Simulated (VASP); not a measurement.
# Co (P6/mmm) in VASP: a series of runs

The runs below take Co through single point, with LDA.

All numbers are computed with VASP 6.6.1; they aren't measurements. Logs are shortened: lines on timing, memory, paths and dates and some standing lists are left out, and cuts for length are marked.

## Step 1: The cell of the first run

Symmetry: P6/mmm, No. 191, hexagonal system. The conventional cell has a = 3.856 Å, b = 3.856 Å, c = 2.377 Å, α = 90.00°, β = 90.00°, γ = 120.00°. Co (site symmetry 6/mmm) has 14 Co at 2.38 to 2.52 Å within 3.1 Å. Within 2.9 Å of Co (site symmetry -6m2) lie 11 Co at 2.23 to 2.52 Å.

This isn't the form of Co at room conditions, which is hcp.

## Step 2: Single point, LDA, collinear spin, ferromagnetic start

Input file INCAR:

```
  ALGO = Normal
  EDIFF = 1E-6
  ENCUT = 690
  GGA_COMPAT = False
  ISIF = 2
  ISMEAR = -1
  ISPIN = 2
  LASPH = True
  LCHARG = False
  LMAXMIX = 4
  LORBIT = 11
  LREAL = False
  LWAVE = False
  MAGMOM = 1.7 1.7 1.7
  NBANDS = 36
  NELM = 200
  PREC = Accurate
  SIGMA = 0.05
```

Input file KPOINTS:

```
k-points
0
Gamma
  9 9 13
```

Input file POSCAR:

```
Co
1.0
    3.8556030654      0.0000000000      0.0000000000
   -1.9278015327      3.3390502015      0.0000000000
    0.0000000000      0.0000000000      2.3767076119
Co
3
Direct
    0.0000000000      0.0000000000      0.0000000000
    0.3333333333      0.6666666667      0.5000000000
    0.6666666667      0.3333333333      0.5000000000
```

Potentials or basis: VASP PAW LDA potentials, release 64 (Co_sv).

Started as:

```bash
$ cat potpaw_LDA.64/Co_sv/POTCAR > POTCAR
$ mpirun -np 1 vasp_std > vasp.out
```

OUTCAR:

```text
EDIFF = 1E-6
   ENCUT = 690
   ISIF = 2
   ISMEAR = -1
   ISPIN = 2
   LASPH = True
   LORBIT = 11
   LREAL = False
   NELM = 200
   PREC = Accurate

 ion  position               nearest neighbor table
   1  0.000  0.000  0.000-   2 2.52   3 2.52   2 2.52   3 2.52   2 2.52   2 2.52   3 2.52   3 2.52
                             3 2.52   3 2.52   2 2.52   2 2.52
   2  0.333  0.667  0.500-   3 2.23   3 2.23   3 2.23   1 2.52   1 2.52   1 2.52   1 2.52   1 2.52
                             1 2.52
   3  0.667  0.333  0.500-   2 2.23   2 2.23   2 2.23   1 2.52   1 2.52   1 2.52   1 2.52   1 2.52
                             1 2.52

  LATTYP: Found a hexagonal cell.
 ALAT       =     3.8556030654
 C/A-ratio  =     0.6164295369

  Lattice vectors:

 A1 = (   3.8556030654,   0.0000000000,   0.0000000000)
 A2 = (  -1.9278015327,   3.3390502015,   0.0000000000)
 A3 = (   0.0000000000,   0.0000000000,   2.3767076119)

Analysis of symmetry for initial positions (statically):
=====================================================================
 Subroutine PRICEL returns:
 Original cell was already a primitive cell.

 Routine SETGRP: Setting up the symmetry group for a
 hexagonal supercell.

 Subroutine GETGRP returns: Found 24 space group operations
 (whereof 24 operations were pure point group operations)
 out of a pool of 24 trial point group operations.

The static configuration has the point symmetry D_6h.

Analysis of symmetry for dynamics (positions and initial velocities):
=====================================================================
 Subroutine PRICEL returns:
 Original cell was already a primitive cell.

 Routine SETGRP: Setting up the symmetry group for a
 hexagonal supercell.

 Subroutine GETGRP returns: Found 24 space group operations
 (whereof 24 operations were pure point group operations)
 out of a pool of 24 trial point group operations.

The dynamic configuration has the point symmetry D_6h.

Analysis of structural, dynamic, and magnetic symmetry:
=====================================================================
 Subroutine PRICEL returns:
 Original cell was already a primitive cell.

 Routine SETGRP: Setting up the symmetry group for a
 hexagonal supercell.

 Subroutine GETGRP returns: Found 24 space group operations
 (whereof 24 operations were pure point group operations)
 out of a pool of 24 trial point group operations.

The overall configuration has the point symmetry D_6h.

 Subroutine INISYM returns: Found 24 space group operations
 (whereof 24 operations are pure point group operations),
 and found     1 'primitive' translations
[... 122 lines left out ...]
   GGA     = CA    functional components
   LHFCALC =     F    Hartree Fock is set to
   AEXX    =    0.0000 exact exchange contribution
   IVDW    =     0    specifies the selected vdW correction
   LEPSILON=     F    determine dielectric tensor
   LRPA    =     F    only Hartree local field effects (RPA)
 spin polarized calculation
  energy-cutoff  :      690.00
  volume of cell :       30.60
 maximum number of plane-waves:      1290
 NGX is ok and might be reduce to    36
   NGX = 17   NGY = 17   NGZ = 11

 number of electron      51.0000010 magnetization       4.6386193

 Free energy of the ion-electron system (eV)
  ---------------------------------------------------
  ext. energy  EPLUGINS =         0.00000000
  ---------------------------------------------------
  free energy    TOTEN  =       -24.23017180 eV

  energy without entropy =      -24.20865450  energy(sigma->0) =      -24.21941315

 E-fermi :  12.6708     XC(G=0): -14.7073

 val. band max:       12.6707059062   @ k =   0.4444   0.0000   0.0000
 cond. band min:      12.6728731844   @ k =   0.2222   0.2222   0.2308
 fundamental gap:      0.0021672781
 Fermi energy:        12.6708282705

 spin component 1

 k-point     1 :       0.0000    0.0000    0.0000
  band No.  band energies     occupation
      1     -82.4073      1.00000
      2     -82.2893      1.00000
      3     -82.2038      1.00000
      4     -46.3574      1.00000
      5     -46.3574      1.00000
      6     -46.1238      1.00000
[... 925 lines left out ...]
     35      32.6077      0.00000
     36      32.6971      0.00000

 [... further k-points ...]

 spin component 2

 k-point     1 :       0.0000    0.0000    0.0000
  band No.  band energies     occupation
      1     -80.6065      1.00000
      2     -80.4814      1.00000
      3     -80.4118      1.00000
      4     -44.6381      1.00000
      5     -44.6381      1.00000
      6     -44.3952      1.00000
[... 925 lines left out ...]
     35      32.9721      0.00000
     36      33.1346      0.00000

 [... further k-points ...]

------------------------ aborting loop because EDIFF is reached ----------------------------------------

  FORCE on cell =-STRESS in cart. coord.  units (eV):
  Direction    XX          YY          ZZ          XY          YZ          ZX
  --------------------------------------------------------------------------------------
  -------------------------------------------------------------------------------------
  Total       -0.3128364     -0.3128364     -0.3386905      0.0000000      0.0000000     -0.0000000
  in kB      -16.3808651    -16.3808651    -17.7346460      0.0000000      0.0000000     -0.0000000
  external PRESSURE =     -16.8321254 kB  Pullay stress =       0.0000000 kB

 VOLUME and BASIS-vectors are now :
 -----------------------------------------------------------------------------
  energy-cutoff  :      690.00
  volume of cell :       30.60
      direct lattice vectors                 reciprocal lattice vectors
     3.855603065  0.000000000  0.000000000     0.259362798  0.149743181  0.000000000
    -1.927801533  3.339050202  0.000000000     0.000000000  0.299486363  0.000000000
     0.000000000  0.000000000  2.376707612     0.000000000  0.000000000  0.420750115

 POSITION                                       TOTAL-FORCE (eV/Angst)
 -----------------------------------------------------------------------------------
      0.00000      0.00000      0.00000         0.000000      0.000000      0.000000
     -0.00000      2.22603      1.18835         0.000000      0.000000     -0.000000
      1.92780      1.11302      1.18835        -0.000000     -0.000000      0.000000
 -----------------------------------------------------------------------------------
    total drift:                                0.000000      0.000000     -0.000000

  FREE ENERGIE OF THE ION-ELECTRON SYSTEM (eV)
  ---------------------------------------------------
  free  energy   TOTEN  =       -24.2301718027 eV

  energy  without entropy=      -24.2086545042  energy(sigma->0) =      -24.21941315

 total charge

# of ion       s       p       d       tot
------------------------------------------
    1        2.250   6.127   6.719  15.096
    2        2.270   6.139   6.744  15.154
    3        2.270   6.139   6.744  15.154
--------------------------------------------------
tot          6.791  18.405  20.208  45.404

 magnetization (x)

# of ion       s       p       d       tot
------------------------------------------
    1       -0.001  -0.010   1.573   1.562
    2       -0.002  -0.008   1.581   1.571
    3       -0.002  -0.008   1.581   1.571
--------------------------------------------------
tot         -0.006  -0.025   4.735   4.703
```

OSZICAR:

```text
N       E                     dE             d eps       ncg     rms          rms(c)
DAV:   1     0.108939635269E+04    0.10894E+04   -0.30610E+04 16980   0.578E+03
DAV:   2     0.858643700667E+02   -0.10035E+04   -0.96889E+03 19304   0.127E+03
DAV:   3    -0.244373416109E+02   -0.11030E+03   -0.10604E+03 18388   0.429E+02
DAV:   4    -0.278153908587E+02   -0.33780E+01   -0.33675E+01 19320   0.728E+01
DAV:   5    -0.279182091695E+02   -0.10282E+00   -0.10281E+00 18656   0.159E+01    0.214E+01
DAV:   6    -0.252403682548E+02    0.26778E+01   -0.23233E+01 16028   0.124E+02    0.186E+01
DAV:   7    -0.268243112008E+02   -0.15839E+01   -0.98749E+00 14888   0.871E+01    0.338E+01
DAV:   8    -0.242791692806E+02    0.25451E+01   -0.99139E+00 18024   0.503E+01    0.638E+00
DAV:   9    -0.242162929788E+02    0.62876E-01   -0.34789E-01 17272   0.157E+01    0.310E+00
DAV:  10    -0.242294872775E+02   -0.13194E-01   -0.71837E-02 17500   0.427E+00    0.131E+00
DAV:  11    -0.242301462054E+02   -0.65893E-03   -0.99335E-03 21452   0.219E+00    0.721E-01
DAV:  12    -0.242299417531E+02    0.20445E-03   -0.13200E-03 16700   0.700E-01    0.355E-01
DAV:  13    -0.242301416603E+02   -0.19991E-03   -0.24025E-04 20492   0.436E-01    0.146E-01
DAV:  14    -0.242301696835E+02   -0.28023E-04   -0.69169E-05 18356   0.220E-01    0.363E-02
DAV:  15    -0.242301716099E+02   -0.19264E-05   -0.17226E-05 15632   0.801E-02    0.225E-02
DAV:  16    -0.242301718027E+02   -0.19284E-06   -0.23653E-06  9408   0.540E-02
   1 F= -.24230172E+02 E0= -.24219413E+02  d E =-.215173E-01  mag=     4.6385
```

Wall time 3.4 min (1 thread of Intel Xeon Platinum 8375C at 2.90GHz (Ice Lake), shared host); peak memory 0.29 GiB.

Results:

```yaml
Free_energy: -24.2302 eV
Pressure: -1.7 GPa
Net_moment: 4.64 μB per cell
Site_moments: Co +1.56, +1.57 (each value once) μB
Valence_electrons_inside_the_program's_atomic_spheres: Co 15.10, 15.15 (each value once)
```

## Step 3: Single point, LDA, collinear spin, ferromagnetic start (10.20 Å³/atom)

Input file INCAR:

```
  ALGO = Normal
  EDIFF = 1E-6
  ENCUT = 520
  GGA = CA
  ISIF = 2
  ISMEAR = -1
  ISPIN = 2
  LASPH = T
  LCHARG = F
  LMAXMIX = 4
  LORBIT = 11
  LREAL = F
  LWAVE = F
  MAGMOM = 1.577 1.603 1.603
  NBANDS = 24
  NELM = 150
  PREC = Accurate
  SIGMA = 0.05
```

Input file KPOINTS:

```
k-points
0
Gamma
  11 11 15
```

POSCAR is that of step 2.

Potentials or basis: VASP PAW LDA potentials, release 64 (Co).

Started as:

```bash
$ cat potpaw_LDA.64/Co/POTCAR > POTCAR
$ mpirun -np 1 vasp_std > vasp.out
```

Wall time 6.2 min (1 thread of Intel Xeon 8259CL, shared host); peak memory 0.23 GiB.

The run converged. Its results:

| Property | Result |
| --- | --- |
| Free energy | -24.0798 eV |
| Pressure | -1.8 GPa |
| Net moment | 4.56 μB per cell |
| Site moments | Co +1.51 μB |
| Valence electrons inside the program's atomic spheres | Co 8.36, 8.47 (each value once) |

Stress tensor (GPa, compression positive):
```
-1.60  0.00  0.00
 0.00 -1.60  0.00
 0.00  0.00 -2.15
```

Levels at points of the mesh, in eV from the Fermi level:
Spin up:
| k point | band 14 | band 15 | band 16 | band 17 | band 18 | band 19 |
| --- | --- | --- | --- | --- | --- | --- |
| (0.00, 0.00, 0.00) | -1.77 | -0.40 | -0.40 | 6.89 | 6.89 | 6.90 |
Spin down:
```
           k point  band 7  band 8  band 9  band 10  band 11  band 12  band 13  band 14  band 15  band 16
(0.00, 0.00, 0.00)   -2.12   -1.48   -0.91    -0.91    -0.34    -0.34    -0.27    -0.27     1.27     1.27
```
